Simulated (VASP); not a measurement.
A run of VASP 6.6.1 is set up as follows.

INCAR

```
ALGO = Normal
EDIFF = 1E-7
ENCUT = 520
GGA = PE
ISIF = 2
ISMEAR = 0
ISPIN = 2
LASPH = T
LCHARG = F
LMAXMIX = 4
LORBIT = 11
LREAL = F
LWAVE = F
MAGMOM = 0 0 0 0 0.68
NBANDS = 22
NELM = 150
PREC = Accurate
SIGMA = 0.1
```

Contents of KPOINTS:

```
k-points
0
Gamma
  8 8 8
```

The input POSCAR:

```
Al4Co
1.0
   -2.7845770943      2.7845770943      2.7845770943
    2.7845770943     -2.7845770943      2.7845770943
    2.7845770943      2.7845770943     -2.7845770943
Al Co
4 1
Direct
    0.5000000000      0.5000000000      0.5000000000
    0.0000000000      0.0000000000      0.5000000000
    0.0000000000      0.5000000000      0.0000000000
    0.5000000000      0.0000000000      0.0000000000
    0.0000000000      0.0000000000      0.0000000000
```

Potentials or basis: VASP PAW PBE potentials, release 64 (Al, Co).

Launch:

```sh
$ cat potpaw_PBE.64/Al/POTCAR potpaw_PBE.64/Co/POTCAR > POTCAR
$ mpirun -np 1 vasp_std > vasp.out
```

Problem. What does it give for the site moments?

Solution. Al +0.01; Co +0.26 μB.

Problem. Predict the net moment.

Solution. 0.46 μB per cell.

Problem. Estimate the pressure.

Solution. -0.1 GPa.
